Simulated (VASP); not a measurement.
SnTe:

```
Sn Te
1.0
     0.00000    3.15085    3.15085
     3.15085    0.00000    3.15085
     3.15085    3.15085    0.00000
Sn Te
1 1
Direct
  0.00000 0.00000 0.00000
  0.50000 0.50000 0.50000
```

* Program: VASP 6.6.1
* Task: relaxation of cell and atoms
* Functional: LDA
* Potentials or basis: VASP PAW LDA potentials, release 64 (Sn_d, Te)
* Cutoff: 600 eV
* k mesh: 10 × 10 × 10
* Occupations: gaussian, width 0.01 eV
* Spin: no spin polarisation

At the start: pressure -1.5 GPa; volume 31.28 Å³/atom.

Q: Where does the relaxation end?

A: Over 3 steps the energy falls by 4.2 meV/atom and the volume is 30.36 Å³/atom (-2.9 %); space group Fm-3m (No. 225, to 0.05 Å).

Step by step:
```csv
step,energy change (eV),largest force (eV/Å),pressure (GPa),volume (Å³)
1,0.0000,0.0000,-1.45,62.56
2,-0.0072,0.0000,0.58,60.03
3,-0.0085,0.0000,0.00,60.72
```

Final structure:
```
Sn Te
1.0
     0.00000    3.11957    3.11957
     3.11957    0.00000    3.11957
     3.11957    3.11957    0.00000
Sn Te
1 1
Direct
  0.00000 0.00000 0.00000
  0.50000 0.50000 0.50000
```
